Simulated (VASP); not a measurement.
Set up this calculation in VASP 6.6.1, as the native input.

| Property | Result |
| --- | --- |
| Task | relaxation of cell and atoms |
| Functional | PBE |
| Potentials or basis | VASP PAW PBE potentials, release 64 (C) |
| Cutoff | 600 eV |
| k mesh | 8 × 8 × 8 |
| Occupations | gaussian, width 0.1 eV |
| Spin | no spin polarisation |
| Dipole correction | no |
| Further INCAR settings | ALGO = Normal; EDIFF = 1e-06; IBRION = 2; EDIFFG = -0.05; NSW = 80; ISIF = 3 |

The structure of C lies in POSCAR:

```
C
1.0
    0.0000000000      2.1557119985      2.1557119985
    2.1557119985      0.0000000000      2.1557119985
    2.1557119985      2.1557119985      0.0000000000
C
2
Direct
    0.2500000000      0.2500000000      0.2500000000
    0.0000000000      0.0000000000      0.0000000000
```

The input as run:

INCAR

```
SYSTEM = C
PREC = Accurate
ENCUT = 600
EDIFF = 1E-6
ISMEAR = 0
SIGMA = 0.1
LREAL = .False.
LASPH = .True.
NELM = 60
ALGO = Normal
ISIF = 3
LWAVE = .False.
LCHARG = .False.
GGA = PE
IBRION = 2
NSW = 80
EDIFFG = -0.05
```

KPOINTS

```
Automatic mesh
0
Gamma
  8 8 8
  0 0 0
```

Potentials or basis: VASP PAW PBE potentials, release 64 (C).

The run is started by

```bash
$ cat potpaw_PBE.64/C/POTCAR > POTCAR
$ mpirun -np 1 vasp_std > vasp.out
```

Results of the run:

The relaxed volume is 5.69 Å³/atom. The relaxed cell is a = 2.524 Å, b = 2.524 Å, c = 2.524 Å, α = 60.00°, β = 60.00°, γ = 60.00° and the space group after relaxing (to 0.1 Å) is Fd-3m (No. 227). The energy gained by relaxing is 1729.4 meV/atom, the ionic steps are 4 and the pressure after relaxing is 1.0 GPa. The band gap on the k mesh is 4.13 eV (least direct gap 5.58 eV).

Caveat: the volume moved by over 15 % at a fixed basis, so the end points are rough.

Wall time 9.3 s on 1 thread of Intel Xeon 8259CL, with other jobs on the host, peak memory 0.13 GiB.
